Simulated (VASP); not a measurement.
Wanted: the native input for a VASP 6.6.1 run.

```
Task                   : single point
Functional             : PBE
Potentials or basis    : VASP PAW PBE potentials, release 64 (Rb_sv)
Cutoff                 : 520 eV
k mesh                 : 10 × 10 × 10
Occupations            : gaussian, width 0.1 eV
Spin                   : no spin polarisation
Dipole correction      : no
Further INCAR settings : ALGO = Fast; EDIFF = 1e-07; NBANDS = 10
```

The structure of Rb lies in POSCAR:

```
Rb
1.0
   -2.7832859632      2.7832859632      2.5850445306
    2.7832859632     -2.7832859632      2.5850445306
    2.7832859632      2.7832859632     -2.5850445306
Rb
1
Direct
    0.0000000000      0.0000000000      0.0000000000
```

This cell differs from its parent crystal: volume scaled by 0.88, then relaxed in part.

These files were run (other wordings do the same):

INCAR

```
SYSTEM = Rb
PREC = Accurate
ENCUT = 520
EDIFF = 1E-7
ISMEAR = 0
SIGMA = 0.1
LREAL = .False.
LASPH = .True.
NELM = 100
ALGO = Fast
ISIF = 2
LWAVE = .False.
LCHARG = .True.
GGA = PE
LELF = .True.
LVHAR = .True.
NBANDS = 10
```

KPOINTS

```
Automatic mesh
0
Gamma
  10 10 10
  0 0 0
```

Potentials or basis: VASP PAW PBE potentials, release 64 (Rb_sv).

Run with:

```sh
$ cat potpaw_PBE.64/Rb_sv/POTCAR > POTCAR
$ mpirun -np 1 vasp_std > vasp.out
```

It gave:

The pressure is 0.5 GPa.

Wall time 64 s on 1 thread of Intel Xeon 6975P-C (shared host), peak memory 0.25 GiB.
